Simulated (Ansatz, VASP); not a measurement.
AlP5 in VASP and in Ansatz

```
Al P
1.0
     0.00000    3.56813    3.56813
     3.56813    0.00000    3.56813
     3.56813    3.56813    0.00000
Al P
1 5
Direct
  0.00000 0.00000 0.00000
  0.62490 0.62490 0.62490
  0.12531 0.62490 0.62490
  0.62490 0.62490 0.12531
  0.62490 0.12531 0.62490
  0.25000 0.25000 0.25000
```

Change from the starting cell: species swapped into the Be5Au type (F-43m, No. 216).

Alike in both runs: task relaxation of cell and atoms; functional PBE; k mesh 10 × 10 × 10; occupations gaussian, width 0.1 eV; no spin polarisation.

|  | VASP | Ansatz |
| --- | --- | --- |
| version | VASP 6.6.1 | Ansatz 0.2.0 |
| potentials or method | VASP PAW PBE potentials, release 64 (Al, P), cutoff 600 eV | scalar-relativistic, plane waves, PAW |
| valence electrons in the cell | 28 | 28 |

Ansatz gave:

```
gap on the k mesh at the Fermi level, each at its own relaxed structure (eV) : none
relaxed volume (Å³/atom)                                                     : 15.34
relaxed cell length with the largest relative difference (Å)                 : 5.068
```

Task: Which values does VASP return?

Result: gap on the k mesh at the Fermi level, each at its own relaxed structure (eV): none; relaxed volume (Å³/atom): 15.33; relaxed cell length with the largest relative difference (Å): 5.067.

A gap of «none» marks a metal or a gap that the smearing closes.
